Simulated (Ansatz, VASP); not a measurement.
## MnO: VASP beside Ansatz

```
Mn O
1.0
     0.00000    2.22200    2.22200
     2.22200    0.00000    2.22200
     2.22200    2.22200    0.00000
Mn O
1 1
Direct
  0.00000 0.00000 0.00000
  0.50000 0.50000 0.50000
```

Alike in both runs: task single point; functional LDA; k mesh 7 × 7 × 7; occupations gaussian, width 0.05 eV; collinear spin; Hubbard terms Mn d U = 4.0 eV, J = 0.7 eV.

|  | VASP | Ansatz |
| --- | --- | --- |
| version | VASP 6.6.1 | Ansatz 0.2.0 |
| potentials or method | VASP PAW LDA potentials, release 64 (Mn_pv, O), cutoff 520 eV | scalar-relativistic, plane waves, PAW |
| valence electrons in the cell | 19 | 21 |

|  | VASP | Ansatz | Ansatz less VASP |
| --- | --- | --- | --- |
| gap on the k mesh at the Fermi level (eV) | 0.16 | 0.10 | -0.052 |
| least direct gap on the mesh (eV) | 2.73 | 2.60 | -0.129 |
| pressure (GPa) | -5.4 | -3.9 | +1.42 |
| net moment per atom (μB) | 2.50 | 2.50 | 0.000 |
| size of the moment on the site where the two differ most (μB) | 4.56 | 4.24 | -0.326 |

LDA's correlation is that of Perdew and Zunger in VASP and of Perdew and Wang (1992) in Ansatz. Site moments also hang on the region over which each program counts them. The programs project onto different local orbitals, so the same U acts differently, and such runs can settle in different states. VASP's potentials hold 19 valence electrons a cell and Ansatz's 21, so a difference there can come from the potentials and not from the codes.
